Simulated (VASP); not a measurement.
Wanted: the native input for a VASP 6.6.1 run.

```
Task                   : single point
Functional             : r2SCAN
Potentials or basis    : VASP PAW PBE potentials, release 64 (Na_pv, Cl)
Cutoff                 : 520 eV
k mesh                 : 8 × 8 × 8
Occupations            : gaussian, width 0.05 eV
Spin                   : no spin polarisation
Dipole correction      : no
Further INCAR settings : ALGO = Normal; EDIFF = 1e-07; NBANDS = 14
```

The system is NaCl.

```
CELL_PARAMETERS angstrom
0.00000 2.52293 3.56742
2.52293 0.00000 3.56742
2.52293 2.52293 0.00000
ATOMIC_POSITIONS crystal
Na 0.00000 0.00000 0.00000
Cl 0.50000 0.50000 0.50000
```

This cell differs from its parent crystal: ratio of the length along z to the lengths across it x 1.414, volume and fractional coordinates fixed.

One way to write it, as run:

POSCAR

```
NaCl
1.0
    0.0000000000      2.5229294485      3.5674222402
    2.5229294485      0.0000000000      3.5674222402
    2.5229294485      2.5229294485      0.0000000000
Na Cl
1 1
Direct
    0.0000000000      0.0000000000      0.0000000000
    0.5000000000      0.5000000000      0.5000000000
```

INCAR.step1

```
SYSTEM = NaCl
ALGO = Normal
EDIFF = 1E-4
ENCUT = 520
GGA = PE
ISMEAR = 0
LASPH = .True.
LCHARG = .False.
LREAL = .False.
LWAVE = .True.
NBANDS = 14
NELM = 80
PREC = Accurate
SIGMA = 0.05
```

INCAR.step2

```
SYSTEM = NaCl
ALGO = Normal
EDIFF = 1E-7
ENCUT = 520
ISIF = 2
ISMEAR = 0
ISTART = 1
LASPH = .True.
LCHARG = .False.
LMIXTAU = .True.
LREAL = .False.
LWAVE = .False.
METAGGA = R2SCAN
NBANDS = 14
NELM = 80
PREC = Accurate
SIGMA = 0.05
```

KPOINTS

```
k-points
0
Gamma
  8 8 8
  0 0 0
```

Potentials or basis: VASP PAW PBE potentials, release 64 (Na_pv, Cl).

Command:

```console
$ cat potpaw_PBE.64/Na_pv/POTCAR potpaw_PBE.64/Cl/POTCAR > POTCAR
$ cp INCAR.step1 INCAR
$ mpirun -np 1 vasp_std > vasp.out
$ cp INCAR.step2 INCAR
$ mpirun -np 1 vasp_std > vasp.out
```

Results of the run:

```json
{
 "Pressure": "5.7 GPa",
 "Band gap on the k mesh": "5.74 eV"
}
```

Caveat: the cell stands under pressure; the PAW data sets were made with another functional, which shifts forces and pressure a little.

It took 2.5 min on 1 thread of Intel(R) Xeon(R) Platinum 8375C CPU @ 2.90GHz (Ice Lake), on a shared host, peak memory 0.18 GiB.
